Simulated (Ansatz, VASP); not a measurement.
WS2 in VASP and in Ansatz

File INCAR:

```
SYSTEM = WS2
  ALGO = Normal
  EDIFF = 1E-6
  ENCUT = 520
  GGA = PE
  ISIF = 2
  ISMEAR = 0
  IVDW = 12
  LASPH = .TRUE.
  LCHARG = .FALSE.
  LREAL = .FALSE.
  LWAVE = .FALSE.
  NBANDS = 35
  NELM = 80
  PREC = Accurate
  SIGMA = 0.05
```

KPOINTS

```
k-points
0
G
  12 12 4
  0 0 0
```

File POSCAR:

```
WS2
1.0
    3.1799996605      0.0000000000      0.0000000000
   -1.5899998303      2.7539604900      0.0000000000
    0.0000000000      0.0000000000     12.5000000000
W S
2 4
Direct
    0.3333333333      0.6666666667      0.2500000000
    0.6666666667      0.3333333333      0.7500000000
    0.3333333333      0.6666666667      0.6200000000
    0.6666666667      0.3333333333      0.1200000000
    0.3333333333      0.6666666667      0.8800000000
    0.6666666667      0.3333333333      0.3800000000
```

Input for Ansatz:

```yaml
crystal:
  lattice:
    - [3.1799996605, 0.0, 0.0]
    - [-1.5899998303, 2.75396049, 0.0]
    - [0.0, 0.0, 12.5]
  atoms:
    - { symbol: W, position: [0.3333333333, 0.6666666667, 0.25] }
    - { symbol: W, position: [0.6666666667, 0.3333333333, 0.75] }
    - { symbol: S, position: [0.3333333333, 0.6666666667, 0.62] }
    - { symbol: S, position: [0.6666666667, 0.3333333333, 0.12] }
    - { symbol: S, position: [0.3333333333, 0.6666666667, 0.88] }
    - { symbol: S, position: [0.6666666667, 0.3333333333, 0.38] }
basis:
  ecutwfc: 420
kpoints:
  mp_grid: { grid: [12, 12, 4] }
hamiltonian:
  xc: pbe
  dispersion: d3bj
scf:
  occupations: { method: gaussian, width: 0.05 }
output:
  forces: true
  stress: true
  eigenvalues: true
  write_density: true
  write_potential: true
  elf: true
  volumetric_format: npy
```

Alike in both runs: task single point; functional PBE; dispersion D3(BJ); k mesh 12 × 12 × 4; occupations gaussian, width 0.05 eV; no spin polarisation.

```csv
,VASP,Ansatz
version,VASP 6.6.1,Ansatz 0.2.0
potentials or method,"VASP PAW PBE potentials, release 64 (W_sv, S), cutoff 520 eV","scalar-relativistic, plane waves, PAW"
valence electrons in the cell,52,52
```

```tsv
	VASP	Ansatz	Ansatz less VASP
gap on the k mesh at the Fermi level (eV)	1.01	0.99	-0.014
least direct gap on the mesh (eV)	1.87	1.87	-0.002
pressure (GPa)	-7.5	-7.5	+0.03
traceless stress, the component that is largest in VASP (GPa)	-3.34	-3.35	-0.009
rms of the force components (eV/Å)	0.493	0.495	+0.0011
```

Atom by atom the forces differ by 0.001 eV/Å (rms over components).

Neither program's run includes spin-orbit coupling.
